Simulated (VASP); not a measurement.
Input of a VASP 6.6.1 run:

File INCAR:

```
SYSTEM = C
PREC = Accurate
ENCUT = 520
EDIFF = 1E-6
ISMEAR = 0
SIGMA = 0.05
LREAL = .False.
LASPH = .True.
NELM = 80
ALGO = Normal
ISIF = 2
LWAVE = .False.
LCHARG = .False.
NBANDS = 11
```

Contents of KPOINTS:

```
Automatic mesh
0
Gamma
  12 12 12
  0 0 0
```

Contents of POSCAR:

```
C
1.0
    0.0000000000      1.7942384881      1.6690006416
    1.7942384881      0.0000000000      1.6690006416
    1.7942384881      1.7942384881      0.0000000000
C
2
Direct
    0.5000000000      0.5000000000      0.5000000000
    0.7500000000      0.7500000000      0.7500000000
```

Potentials or basis: VASP PAW LDA potentials, release 64 (C).

Run with:

```bash
$ cat potpaw_LDA.64/C/POTCAR > POTCAR
$ mpirun -np 1 vasp_std > vasp.out
```

Predict the band gap on the k mesh.

2.41 eV, indirect (least direct gap 4.45 eV).

What does it give for the pressure?

13.8 GPa.

Stress tensor (GPa, compression positive):
```
-8.05  0.00  0.00
 0.00 -8.05  0.00
 0.00  0.00 57.38
```

 A k mesh can miss the band edges.
